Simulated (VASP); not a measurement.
# PbS (Pm-3m) in VASP: settings compared, part 2 of 2

VASP 6.6.1.

## Step 3: Single point, PBE0

This run uses another cell than the first one, of 25.85 Å³/atom.

POSCAR

```
PbS
1.0
    3.7253175652      0.0000000000      0.0000000000
    0.0000000000      3.7253175652      0.0000000000
    0.0000000000      0.0000000000      3.7253175652
Pb S
1 1
Direct
    0.0000000000      0.0000000000      0.0000000000
    0.5000000000      0.5000000000      0.5000000000
```

INCAR.step1

```
SYSTEM = PbS
  PREC = Accurate
  ENCUT = 520
  EDIFF = 1E-5
  ISMEAR = -1
  SIGMA = 0.05
  LREAL = .False.
  LASPH = .True.
  NELM = 80
  ALGO = Normal
  ISIF = 2
  LWAVE = .True.
  NBANDS = 17
  GGA = PE
```

INCAR.step2

```
SYSTEM = PbS
  PREC = Accurate
  ENCUT = 520
  EDIFF = 1E-6
  ISMEAR = -1
  SIGMA = 0.05
  LREAL = .False.
  LASPH = .True.
  NELM = 80
  ALGO = Normal
  ISIF = 2
  LWAVE = .False.
  LCHARG = .True.
  GGA = PE
  LHFCALC = .True.
  AEXX = 0.25
  PRECFOCK = Normal
  LELF = .True.
  LVHAR = .True.
  NBANDS = 17
  ISTART = 1
```

KPOINTS

```
regular mesh
0
Gamma
  4 4 4
  0 0 0
```

Potentials or basis: VASP PAW PBE potentials, release 64 (Pb_d, S).

Launch:

```console
$ cat potpaw_PBE.64/Pb_d/POTCAR potpaw_PBE.64/S/POTCAR > POTCAR
$ cp INCAR.step1 INCAR
$ mpirun -np 1 vasp_std > vasp.out
$ cp INCAR.step2 INCAR
$ mpirun -np 1 vasp_std > vasp.out
```

Wall time 11 min (1 thread of Intel Xeon Platinum 8259CL at 2.50GHz (Skylake/Cascade Lake), shared host); peak memory 0.18 GiB.

It converged, with:

```
Free energy            : -10.7877 eV
Pressure               : -4.1 GPa
Band gap on the k mesh : 0.93 eV (least direct gap 1.59 eV)
```

Levels at points of the mesh, in eV from the valence-band top:
```csv
k point,band 8,band 9,band 10,band 11,band 12,band 13
"(0.00, 0.00, 0.00)",-1.51,-1.51,-1.51,7.13,7.13,7.99
"(0.50, 0.00, 0.00)",-0.35,-0.35,0.00,1.59,5.39,5.39
"(0.50, 0.50, 0.00)",-4.45,-4.45,-0.13,5.72,5.72,7.34
"(0.50, 0.50, 0.50)",-2.32,-2.32,-2.32,0.93,0.93,0.93
```

Caveat: the k points lie up to 0.42 Å⁻¹ apart; the PAW data sets were made with another functional, which shifts forces and pressure a little; spin-orbit coupling is left out, which moves the levels of the heavy elements.

## Step 4: Single point, PBE

This run uses another cell than the first one, of 24.39 Å³/atom.

INCAR

```
SYSTEM = PbS
PREC = Accurate
ENCUT = 520
EDIFF = 1E-7
ISMEAR = 0
SIGMA = 0.011
LREAL = .False.
LASPH = .True.
NELM = 60
ALGO = Normal
ISIF = 2
LWAVE = .False.
LCHARG = .True.
GGA = PE
LELF = .True.
LVHAR = .True.
NBANDS = 17
```

KPOINTS

```
Automatic mesh
0
Gamma
  7 7 7
  0 0 0
```

POSCAR

```
PbS
1.0
    3.6536590000      0.0000000000      0.0000000000
    0.0000000000      3.6536590000      0.0000000000
    0.0000000000      0.0000000000      3.6536590000
Pb S
1 1
Direct
    0.0000000000      0.0000000000      0.0000000000
    0.5000000000      0.5000000000      0.5000000000
```

Potentials or basis: VASP PAW PBE potentials, release 64 (Pb_d, S).

Launch:

```console
$ cat potpaw_PBE.64/Pb_d/POTCAR potpaw_PBE.64/S/POTCAR > POTCAR
$ mpirun -np 1 vasp_std > vasp.out
```

OUTCAR:

```text
SYSTEM = PbS
   PREC = Accurate
   ENCUT = 520
   EDIFF = 1E-7
   ISMEAR = 0
   LREAL = .False.
   LASPH = .True.
   NELM = 60
   ISIF = 2
   GGA = PE

 ion  position               nearest neighbor table
   1  0.000  0.000  0.000-   2 3.16   2 3.16   2 3.16   2 3.16   2 3.16   2 3.16   2 3.16   2 3.16

   2  0.500  0.500  0.500-   1 3.16   1 3.16   1 3.16   1 3.16   1 3.16   1 3.16   1 3.16   1 3.16

  LATTYP: Found a simple cubic cell.
 ALAT       =     3.6536590000

  Lattice vectors:

 A1 = (   3.6536590000,   0.0000000000,   0.0000000000)
[... 581 lines left out ...]

  FORCE on cell =-STRESS in cart. coord.  units (eV):
  Direction    XX          YY          ZZ          XY          YZ          ZX
  --------------------------------------------------------------------------------------
  -------------------------------------------------------------------------------------
  Total        0.0593142      0.0593142      0.0593142     -0.0000000     -0.0000000      0.0000000
  in kB        1.9484334      1.9484334      1.9484334     -0.0000000     -0.0000000      0.0000000
  external PRESSURE =       1.9484334 kB  Pullay stress =       0.0000000 kB

 VOLUME and BASIS-vectors are now :
 -----------------------------------------------------------------------------
  energy-cutoff  :      520.00
  volume of cell :       48.77
      direct lattice vectors                 reciprocal lattice vectors
     3.653659000  0.000000000  0.000000000     0.273698230  0.000000000  0.000000000
     0.000000000  3.653659000  0.000000000     0.000000000  0.273698230  0.000000000
     0.000000000  0.000000000  3.653659000     0.000000000  0.000000000  0.273698230

 POSITION                                       TOTAL-FORCE (eV/Angst)
 -----------------------------------------------------------------------------------
      0.00000      0.00000      0.00000         0.000000      0.000000      0.000000
      1.82683      1.82683      1.82683         0.000000      0.000000      0.000000
 -----------------------------------------------------------------------------------
    total drift:                               -0.000000      0.000000      0.000000

  FREE ENERGIE OF THE ION-ELECTRON SYSTEM (eV)
  ---------------------------------------------------
  free  energy   TOTEN  =        -8.2523217261 eV

  energy  without entropy=       -8.2523217261  energy(sigma->0) =       -8.25232173
```

OSZICAR:

```text
N       E                     dE             d eps       ncg     rms          rms(c)
DAV:   1     0.160615858492E+03    0.16062E+03   -0.98696E+03   688   0.127E+03
DAV:   2     0.347545050494E+01   -0.15714E+03   -0.15121E+03   714   0.321E+02
DAV:   3    -0.864657642300E+01   -0.12122E+02   -0.11978E+02   916   0.923E+01
DAV:   4    -0.892346588361E+01   -0.27689E+00   -0.27671E+00   829   0.152E+01
DAV:   5    -0.893323216156E+01   -0.97663E-02   -0.97653E-02   972   0.290E+00    0.434E+00
DAV:   6    -0.826389610910E+01    0.66934E+00   -0.17568E+00  1042   0.915E+00    0.314E+00
DAV:   7    -0.825536406489E+01    0.85320E-02   -0.17189E-01   813   0.206E+00    0.187E+00
DAV:   8    -0.825322742011E+01    0.21366E-02   -0.23264E-02   797   0.143E+00    0.339E-01
DAV:   9    -0.825224829681E+01    0.97912E-03   -0.59738E-03  1045   0.544E-01    0.106E-01
DAV:  10    -0.825233339986E+01   -0.85103E-04   -0.36991E-04   807   0.117E-01    0.109E-01
DAV:  11    -0.825232204434E+01    0.11356E-04   -0.55232E-05   929   0.745E-02    0.127E-02
DAV:  12    -0.825232175310E+01    0.29124E-06   -0.14659E-06   945   0.134E-02    0.471E-03
DAV:  13    -0.825232172610E+01    0.27001E-07   -0.11397E-07   658   0.296E-03
   1 F= -.82523217E+01 E0= -.82523217E+01  d E =-.305954E-11
```

stdout:

```text
POSCAR found type information on POSCAR PbS
 POSCAR found :  2 types and       2 ions
 scaLAPACK will be used
 LDA part: xc-table for (Slater+PW92), standard interpolation
 POSCAR, INCAR and KPOINTS ok, starting setup
 FFT: planning ... GRIDC
 FFT: planning ... GRID_SOFT
 FFT: planning ... GRID
 WAVECAR not read
 entering main loop
```

Run time: 15 s. Hardware: 1 thread of Intel Xeon Platinum 8259CL at 2.50GHz (Skylake/Cascade Lake), shared host; peak memory 0.16 GiB.

What came out:

```
Free energy            : -8.2523 eV
Pressure               : 0.2 GPa
Band gap on the k mesh : 0.10 eV (least direct gap 1.42 eV)
```

Caveat: spin-orbit coupling is left out, which moves the levels of the heavy elements; an odd mesh through Γ misses points on the zone boundary, where band edges can lie.

## Step 5: The runs side by side

```tsv
level	cell	k mesh	smearing	grid for exact exchange (PRECFOCK)	share of exact exchange	gap on the mesh (eV)	pressure (GPa)
PBE0	a = 3.702 Å, 2 atoms	4 × 4 × 4	fermi-dirac 0.05 eV	Normal	0.25	0.83	-3.2
PBE0	a = 3.725 Å, 2 atoms	4 × 4 × 4	fermi-dirac 0.05 eV	Normal	0.25	0.93	-4.1
PBE	a = 3.654 Å, 2 atoms	7 × 7 × 7	gaussian 0.011 eV	-	-	0.10	0.2
```

Alike in all rows: task single point; potentials or basis VASP PAW PBE potentials, release 64 (Pb_d, S); no spin polarisation; cutoff (eV) 520.

Caveats: some runs use coarse meshes; spin-orbit coupling is left out, which moves the levels of the heavy elements; the PAW data sets were made with another functional, which shifts forces and pressure a little (at least some runs); an odd mesh through Γ misses points on the zone boundary, where band edges can lie (at least some runs).

Absolute energies hang on the potentials; compare differences alone.
